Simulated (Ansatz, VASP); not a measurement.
**One calculation of Hf, two programs**

Contents of INCAR:

```
PREC = Accurate
ENCUT = 520
EDIFF = 1E-6
ISMEAR = -1
SIGMA = 0.08
LREAL = False
LASPH = True
NELM = 100
ALGO = Normal
ISIF = 2
LWAVE = False
LCHARG = True
GGA = CA
LELF = True
LVHAR = True
NBANDS = 17
```

Contents of KPOINTS:

```
Automatic mesh
0
Gamma
  15 15 8
```

POSCAR

```
Hf
1.0
    2.8669086630      0.0000000000      0.0000000000
   -1.4334543315      2.4828157325      0.0000000000
    0.0000000000      0.0000000000      4.6820312033
Hf
2
Direct
    0.3333333333      0.6666666667      0.2500000000
    0.6666666667      0.3333333333      0.7500000000
```

Input for Ansatz:

```yaml
crystal:
  lattice:
    - [2.866908663, 0.0, 0.0]
    - [-1.4334543315, 2.4828157325, 0.0]
    - [0.0, 0.0, 4.6820312033]
  atoms:
    - { symbol: Hf, position: [0.3333333333, 0.6666666667, 0.25] }
    - { symbol: Hf, position: [0.6666666667, 0.3333333333, 0.75] }
kpoints:
  mp_grid: { grid: [15, 15, 8] }
scf:
  occupations: { method: fermi_dirac, width: 0.08 }
hamiltonian:
  xc: lda
  pseudopotentials: { kind: paw }
output:
  forces: true
  stress: true
  eigenvalues: true
  populations: true
```

Change from the starting cell: volume scaled by 0.8, PAW files.

Alike in both runs: task single point; functional LDA; k mesh 15 × 15 × 8; occupations fermi-dirac, width 0.08 eV; no spin polarisation.

```csv
,VASP,Ansatz
version,VASP 6.6.1,Ansatz 0.2.0
potentials or method,"VASP PAW LDA potentials, release 64 (Hf_pv)","PAW with Ansatz's default frozen-core files, scalar-relativistic"
plane-wave cutoff (eV),520,420
valence electrons in the cell,20,52
```

Ansatz gave:

- pressure (GPa): 38.5

Q: Which values does VASP return?

A: Pressure (GPa): 38.7.

LDA's correlation is that of Perdew and Zunger in VASP and of Perdew and Wang (1992) in Ansatz. Both programs put the cell under a high pressure, so it lies far from rest at this level. VASP's potentials hold 20 valence electrons a cell and Ansatz's 52, so a difference there can come from the potentials and not from the codes.

Neither program's run includes spin-orbit coupling.
